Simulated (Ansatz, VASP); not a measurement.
SiC: VASP beside Ansatz

```xyz
8
Lattice="3.1391 0.0000 0.0000 -1.5696 2.7185 0.0000 0.0000 0.0000 10.0433" Properties=species:S:1:pos:R:3 pbc="T T T"
Si    0.0000    0.0000   -0.0066
Si    0.0000    1.8124    2.5052
Si    0.0000    0.0000    5.0151
Si    1.5696    0.9062    7.5269
C     0.0000    0.0000    1.8853
C     0.0000    1.8124    4.4039
C     0.0000    0.0000    6.9070
C     1.5696    0.9062    9.4256
```

Change from the starting cell: epitaxial_xy strain +2.0%.

Alike in both runs: task single point; functional PBE; k mesh 12 × 12 × 4; occupations fermi-dirac, width 0.02 eV; no spin polarisation.

```csv
,VASP,Ansatz
version,VASP 6.6.1,Ansatz 0.2.0
potentials or method,"VASP PAW PBE potentials, release 64 (Si, C)","plane waves, PAW"
plane-wave cutoff (eV),520,420
valence electrons in the cell,32,32
```

Ansatz gave:

| Item | Value |
| --- | --- |
| gap on the k mesh at the Fermi level (eV) | 2.14 |
| pressure (GPa) | -4.1 |
| traceless stress, the component that is largest in VASP (GPa) | 7.20 |
| rms of the force components (eV/Å) | 0.015 |

Estimate VASP's values.

gap on the k mesh at the Fermi level (eV): 2.14; pressure (GPa): -4.2; traceless stress, the component that is largest in VASP (GPa): 7.24; rms of the force components (eV/Å): 0.015.

Atom by atom the forces differ by 0.001 eV/Å (rms over components). With one functional, cell and mesh, what is left measures potentials, basis and numerics.
